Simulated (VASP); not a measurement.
# PbO2 in VASP: a series of runs

The runs below take PbO2 through relaxation of cell and atoms, single point, with BLYP+D4, r2SCAN, PBEsol.

Everything below comes from runs of VASP 6.6.1. Logs are shortened: lines on timing, memory, paths and dates and some standing lists are left out, and cuts for length are marked.

**1. The cell of the first run**

It takes space group Fm-3m (No. 225, cubic). Conventional cell: a = 5.404 Å, b = 5.404 Å, c = 5.404 Å, α = 90.00°, β = 90.00°, γ = 90.00°. Pb (site symmetry m-3m) has 8 O at 2.34 Å within 3.1 Å. Within 3.1 Å of O (site symmetry -43m) lie 4 Pb at 2.34 Å and 6 O at 2.70 Å.

**2. Relaxation of cell and atoms, BLYP+D4**

Input file INCAR:

```
AGGAC    = 1.0          
AGGAX    = 1.0          
ALDAC    = 0.0          
ALDAX    = 1.0          
ALGO     = Normal         # electronic algorithm
EDIFF    = 1E-7           # SCF threshold, eV
EDIFFG   = -0.01          # ionic threshold
ENCUT    = 600            # plane-wave cutoff, eV
GGA      = B5             # functional
IBRION   = 2              # ionic algorithm
ISIF     = 3              # what is computed and relaxed
ISMEAR   = -1             # smearing method
IVDW     = 13             # dispersion correction
LASPH    = True           # aspherical terms in the spheres
LCHARG   = False          # write CHGCAR
LREAL    = False          # projectors in reciprocal space
LWAVE    = False          # write WAVECAR
NELM     = 60             # most SCF steps
NSW      = 60             # ionic steps
PREC     = Accurate       # precision mode
SIGMA    = 0.05           # smearing width, eV
VDW_A1   = 0.44488865   
VDW_A2   = 4.0933009    
VDW_S6   = 1.0          
VDW_S8   = 2.34076671
```

Input file KPOINTS:

```
k-points
0
Gamma
  9 9 9
```

Input file POSCAR:

```
PbO2
1.0
    0.0000000000      2.7019920000      2.7019920000
    2.7019920000      0.0000000000      2.7019920000
    2.7019920000      2.7019920000      0.0000000000
Pb O
1 2
Direct
    0.0000000000      0.0000000000      0.0000000000
    0.7500000000      0.7500000000      0.7500000000
    0.2500000000      0.2500000000      0.2500000000
```

Potentials or basis: VASP PAW PBE potentials, release 64 (Pb_d, O).

Run with:

```bash
$ cat potpaw_PBE.64/Pb_d/POTCAR potpaw_PBE.64/O/POTCAR > POTCAR
$ mpirun -np 1 vasp_std > vasp.out
```

OUTCAR:

```text
EDIFF = 1E-7
   EDIFFG = -0.01
   ENCUT = 600
   GGA = B5
   IBRION = 2
   ISIF = 3
   ISMEAR = -1
   IVDW = 13
   LASPH = True
   LREAL = False
   NELM = 60
   NSW = 60
   PREC = Accurate

 ion  position               nearest neighbor table
   1  0.000  0.000  0.000-   2 2.34   2 2.34   2 2.34   3 2.34   3 2.34   3 2.34   3 2.34   2 2.34

   2  0.750  0.750  0.750-   1 2.34   1 2.34   1 2.34   1 2.34
   3  0.250  0.250  0.250-   1 2.34   1 2.34   1 2.34   1 2.34

  LATTYP: Found a face centered cubic cell.
 ALAT       =     5.4039840000

  Lattice vectors:

 A1 = (   0.0000000000,   2.7019920000,   2.7019920000)
 A2 = (   2.7019920000,   0.0000000000,   2.7019920000)
 A3 = (   2.7019920000,   2.7019920000,   0.0000000000)

Analysis of symmetry for initial positions (statically):
=====================================================================
 Subroutine PRICEL returns:
 Original cell was already a primitive cell.

 Routine SETGRP: Setting up the symmetry group for a
 face centered cubic supercell.

 Subroutine GETGRP returns: Found 48 space group operations
 (whereof 48 operations were pure point group operations)
 out of a pool of 48 trial point group operations.

The static configuration has the point symmetry O_h .

Analysis of symmetry for dynamics (positions and initial velocities):
=====================================================================
 Subroutine PRICEL returns:
 Original cell was already a primitive cell.

 Routine SETGRP: Setting up the symmetry group for a
 face centered cubic supercell.

 Subroutine GETGRP returns: Found 48 space group operations
 (whereof 48 operations were pure point group operations)
 out of a pool of 48 trial point group operations.

The dynamic configuration has the point symmetry O_h .

 Subroutine INISYM returns: Found 48 space group operations
 (whereof 48 operations are pure point group operations),
 and found     1 'primitive' translations

----------------------------------------------------------------------------------------

                                     Primitive cell

  volume of cell :      39.4532

  direct lattice vectors                    reciprocal lattice vectors
     0.000000000  2.701992000  2.701992000    -0.185048660  0.185048660  0.185048660
     2.701992000  0.000000000  2.701992000     0.185048660 -0.185048660  0.185048660
     2.701992000  2.701992000  0.000000000     0.185048660  0.185048660 -0.185048660

  length of vectors
     3.821193732  3.821193732  3.821193732     0.320513682  0.320513682  0.320513682

  position of ions in fractional coordinates (direct lattice)
     0.000000000  0.000000000  0.000000000
     0.750000000  0.750000000  0.750000000
     0.250000000  0.250000000  0.250000000

  ion indices of the primitive-cell ions
   primitive index   ion index
                 1           1
                 2           2
                 3           3

----------------------------------------------------------------------------------------

 KPOINTS: k-points

Automatic generation of k-mesh.
 Grid dimensions read from file:
 generate k-points for:    9    9    9

 Generating k-lattice:

  Cartesian coordinates                     Fractional coordinates (reciprocal lattice)
    -0.020560962  0.020560962  0.020560962     0.111111111  0.000000000  0.000000000
     0.020560962 -0.020560962  0.020560962     0.000000000  0.111111111  0.000000000
     0.020560962  0.020560962 -0.020560962     0.000000000  0.000000000  0.111111111

  Length of vectors
     0.035612631  0.035612631  0.035612631

  Shift w.r.t. Gamma in fractional coordinates (k-lattice)
     0.000000000  0.000000000  0.000000000

 Subroutine IBZKPT returns following result:
 ===========================================

 Found     35 irreducible k-points:

 Following reciprocal coordinates:
            Coordinates               Weight
  0.000000  0.000000  0.000000      1.000000
  0.111111  0.000000  0.000000      8.000000
  0.222222  0.000000  0.000000      8.000000
  0.333333  0.000000  0.000000      8.000000
  0.444444  0.000000  0.000000      8.000000
  0.111111  0.111111  0.000000      6.000000
[... 16 lines left out ...]
 -0.333333  0.333333  0.000000     12.000000
  0.444444  0.444444  0.000000      6.000000
 [... further k-points ...]
   k-points           NKPTS =     35   k-points in BZ     NKDIM =     35   number of bands    NBANDS=     17
   number of dos      NEDOS =    301   number of ions     NIONS =      3
   total plane-waves  NPLWV =  32768
   dimension x,y,z NGX =    32 NGY =   32 NGZ =   32
   dimension x,y,z NGXF=    64 NGYF=   64 NGZF=   64
   ions per type =               1   2
   NGX,Y,Z   is equivalent  to a cutoff of  13.92, 13.92, 13.92 a.u.
   NGXF,Y,Z  is equivalent  to a cutoff of  27.84, 27.84, 27.84 a.u.
 SYSTEM =  unknown system
   PREC   = accura    normal or accurate (medium, high low for compatibility)
   ISTART =      0    job   : 0-new  1-cont  2-samecut
   ICHARG =      2    charge: 1-file 2-atom 10-const
   ISPIN  =      1    spin polarized calculation?
   LNONCOLLINEAR =      F non collinear calculations
   LSORBIT =      F    spin-orbit coupling
   LASPH  =      T    aspherical Exc in radial PAW
   ENCUT  =  600.0 eV  44.10 Ry    6.64 a.u.   7.63  7.63  7.63*2*pi/ulx,y,z
   NELM   =     60;   NELMIN=  2; NELMDL= -5     # of ELM steps
   EDIFF  = 0.1E-06   stopping-criterion for ELM
   LREAL  =      F    real-space projection
   EDIFFG = -.1E-01   stopping-criterion for IOM
   NSW    =     60    number of steps for IOM
   IBRION =      2    ionic relax: 0-MD 1-quasi-New 2-CG
   NFREE  =      1    steps in history (QN), initial steepest desc. (CG)
   ISIF   =      3    stress and relaxation
   ISYM   =      2    0-nonsym 1-usesym 2-fastsym
   POTIM  = 0.5000    time-step for ionic-motion
   TEBEG  =    0.0;   TEEND  =   0.0 temperature during run
   PSTRESS=    0.0 pullay stress
   NELECT =      26.0000    total number of electrons
   NUPDOWN=      -1.0000    fix difference up-down
   EMIN   =  10.00;   EMAX   =-10.00  energy-range for DOS
   EFERMI =   0.00;   METHOD = LEGACY
   ISMEAR =    -1;   SIGMA  =   0.05  broadening in eV -4-tet -1-fermi 0-gaus
   EFERMI_NEDOS =   21; number of points for ismear=-14 and -15
   IALGO  =     38    algorithm
   IMIX   =      4    mixing-type and parameters
     AMIX     =   0.40;   BMIX     =  1.00
     AMIX_MAG =   1.60;   BMIX_MAG =  1.00
  volume/ion in A,a.u.               =      13.15        88.75
  Fermi-wavevector in a.u.,A,eV,Ry     =   1.424640  2.692180 27.614384  2.029600
  Thomas-Fermi vector in A             =   2.545110
   LORBIT       =      0    0 simple, 1 ext, 2 COOP (PROOUT), +10 PAW based schemes
   GGA     = B5    functional components
   LHFCALC =     F    Hartree Fock is set to
   AEXX    =    0.0000 exact exchange contribution
   IVDW    =    13    specifies the selected vdW correction
   LEPSILON=     F    determine dielectric tensor
   LRPA    =     F    only Hartree local field effects (RPA)
 conjugate gradient relaxation of ions
 non-spin polarized calculation
  energy-cutoff  :      600.00
  volume of cell :       39.45
 maximum number of plane-waves:      1363
   NGX = 15   NGY = 15   NGZ = 15

--------------------------------------- Ionic step        1  -------------------------------------------

 number of electron      25.9999996 magnetization

 Free energy of the ion-electron system (eV)
  ---------------------------------------------------
  ext. energy  EPLUGINS =         0.00000000
  ---------------------------------------------------
  free energy    TOTEN  =       -14.46124521 eV

  energy without entropy =      -14.45531360  energy(sigma->0) =      -14.45827941

------------------------ aborting loop because EDIFF is reached ----------------------------------------

  DFT-D4 for vdW energy calculation

  Edisp (eV):   -1.52876

  FORCE on cell =-STRESS in cart. coord.  units (eV):
  Direction    XX          YY          ZZ          XY          YZ          ZX
  --------------------------------------------------------------------------------------
  -------------------------------------------------------------------------------------
  Total       0.22155     0.22155     0.22155     0.00000     0.00000     0.00000
  in kB       8.99694     8.99694     8.99694     0.00000     0.00000     0.00000
  external pressure =        9.00 kB  Pullay stress =        0.00 kB
[... 63 lines left out ...]
  energy  without entropy=      -15.9845660836  energy(sigma->0) =      -15.98755226

--------------------------------------- Ionic step        3  -------------------------------------------

 number of electron      25.9999996 magnetization

 Free energy of the ion-electron system (eV)
  ---------------------------------------------------
  ext. energy  EPLUGINS =         0.00000000
  ---------------------------------------------------
  free energy    TOTEN  =       -14.47187808 eV

  energy without entropy =      -14.46592136  energy(sigma->0) =      -14.46889972

 E-fermi :   5.8769     XC(G=0): -10.6237

 val. band max:        5.8274193486   @ k =  -0.3333   0.4444   0.2222
 cond. band min:       6.3749831425   @ k =  -0.1111   0.1111   0.0000
 fundamental gap:      0.5475637940
 Fermi energy:         5.8768960004

 k-point     1 :       0.0000    0.0000    0.0000
  band No.  band energies     occupation
      1     -12.4571      2.00000
      2      -9.7216      2.00000
      3      -9.7216      2.00000
      4      -9.7216      2.00000
      5      -9.7032      2.00000
      6      -9.4910      2.00000
[... 9 lines left out ...]
     16      12.9436      0.00000
     17      12.9436      0.00000
[... 443 lines left out ...]
      1     -11.6796      2.00000
      2     -11.1369      2.00000
      3      -9.6051      2.00000
      4      -9.4853      2.00000
      5      -9.4853      2.00000
      6      -9.4306      2.00000
[... 9 lines left out ...]
     16      15.7554      0.00000
     17      16.5456      0.00000

 [... further k-points ...]

------------------------ aborting loop because EDIFF is reached ----------------------------------------

  DFT-D4 for vdW energy calculation

  Edisp (eV):   -1.51889

  FORCE on cell =-STRESS in cart. coord.  units (eV):
  Direction    XX          YY          ZZ          XY          YZ          ZX
  --------------------------------------------------------------------------------------
  -------------------------------------------------------------------------------------
  Total      -0.00085    -0.00085    -0.00085     0.00000     0.00000    -0.00000
  in kB      -0.03427    -0.03427    -0.03427     0.00000     0.00000    -0.00000
  external pressure =       -0.03 kB  Pullay stress =        0.00 kB
[... 18 lines left out ...]
  FREE ENERGIE OF THE ION-ELECTRON SYSTEM (eV)
  ---------------------------------------------------
  free  energy   TOTEN  =       -15.9907633397 eV

  energy  without entropy=      -15.9848066213  energy(sigma->0) =      -15.98778498

 reached required accuracy - stopping structural energy minimisation
```

Wall time 86 s (1 thread of Intel Xeon Platinum 8488C (Sapphire Rapids), shared host); peak memory 0.19 GiB.

What came out:

```yaml
Free_energy: -15.9908 eV
Relaxed_volume: 13.24 Å³/atom
Relaxed_cell: a = 3.830 Å, b = 3.830 Å, c = 3.830 Å, α = 60.00°, β = 60.00°, γ = 60.00°
Space_group_after_relaxing_to_0.1_Å: Fm-3m (No. 225)
Energy_gained_by_relaxing: 0.3 meV/atom
Ionic_steps: 3
Pressure_after_relaxing: 0.0 GPa
Band_gap_on_the_k_mesh: zero (bands 13 and 14 overlap by 1.12 eV)
Dispersion_energy_per_atom: -0.506 eV
```

Step by step:
| step | energy change (eV) | largest force (eV/Å) | pressure (GPa) | volume (Å³) |
| --- | --- | --- | --- | --- |
| 1 | 0.0000 | 0.0000 | 0.90 | 39.45 |
| 2 | -0.0005 | 0.0000 | -0.50 | 39.88 |
| 3 | -0.0008 | 0.0000 | 0.00 | 39.73 |

Final structure:
```
CELL_PARAMETERS angstrom
0.00000 2.70820 2.70820
2.70820 0.00000 2.70820
2.70820 2.70820 0.00000
ATOMIC_POSITIONS crystal
Pb 0.00000 0.00000 0.00000
O 0.75000 0.75000 0.75000
O 0.25000 0.25000 0.25000
```

Levels at points of the mesh, in eV from the Fermi level:
```tsv
k point	band 11	band 12	band 13	band 14	band 15	band 16
(0.00, 0.00, 0.00)	-1.90	-1.17	-1.17	-1.17	7.07	7.07
```

Caveat: the PAW data sets were made with another functional, which shifts forces and pressure a little; spin-orbit coupling is left out, which moves the levels of the heavy elements.

**3. Single point, r2SCAN (12.36 Å³/atom)**

This run uses another cell than the first one, of 12.36 Å³/atom.

Input file POSCAR:

```
PbO2
1.0
    0.0000000000      2.6468338291      2.6468338291
    2.6468338291      0.0000000000      2.6468338291
    2.6468338291      2.6468338291      0.0000000000
Pb O
1 2
Direct
    0.0000000000      0.0000000000      0.0000000000
    0.7500000000      0.7500000000      0.7500000000
    0.2500000000      0.2500000000      0.2500000000
```

Input file INCAR.step1:

```
SYSTEM = PbO2
PREC = Accurate ; ENCUT = 660
ISMEAR = -1 ; SIGMA = 0.05
LREAL = .False. ; LASPH = .True.
NELM = 120 ; NBANDS = 20
GGA = PE ; ALGO = Normal
EDIFF = 1E-5 ; LWAVE = .True.
LCHARG = .False. ; GGA_COMPAT = .False.
```

Input file INCAR.step2:

```
SYSTEM = PbO2
PREC = Accurate ; ENCUT = 660
EDIFF = 1E-6 ; ISMEAR = -1
SIGMA = 0.05 ; LREAL = .False.
LASPH = .True. ; NELM = 120
ALGO = Normal ; ISIF = 2
LWAVE = .False. ; LCHARG = .False.
METAGGA = R2SCAN ; LMIXTAU = .True.
NBANDS = 20 ; ISTART = 1
GGA_COMPAT = .False.
```

Input file KPOINTS:

```
Automatic mesh
0
Gamma
  9 9 9
  0 0 0
```

Potentials or basis: VASP PAW PBE potentials, release 64 (Pb_d, O).

Run with:

```bash
$ cat potpaw_PBE.64/Pb_d/POTCAR potpaw_PBE.64/O/POTCAR > POTCAR
$ cp INCAR.step1 INCAR
$ mpirun -np 1 vasp_std > vasp.out
$ cp INCAR.step2 INCAR
$ mpirun -np 1 vasp_std > vasp.out
```

Run time: 62 s. Hardware: 1 thread of Intel Xeon Platinum 8488C (Sapphire Rapids), shared host; peak memory 0.2 GiB.

Results (log left out):

| Property | Result |
| --- | --- |
| Free energy | -70.7794 eV |
| Pressure | 3.4 GPa |
| Band gap on the k mesh | zero (bands 13 and 14 overlap by 1.31 eV) |

Levels at points of the mesh, in eV from the Fermi level:
```csv
k point,band 10,band 11,band 12,band 13,band 14,band 15,band 16,band 17
"(0.00, 0.00, 0.00)",-2.18,-2.01,-1.41,-1.41,-1.41,7.78,7.78,7.78
```

Caveat: the cell stands under pressure; the PAW data sets were made with another functional, which shifts forces and pressure a little; spin-orbit coupling is left out, which moves the levels of the heavy elements.

(Part 1 of 2 ends here.)
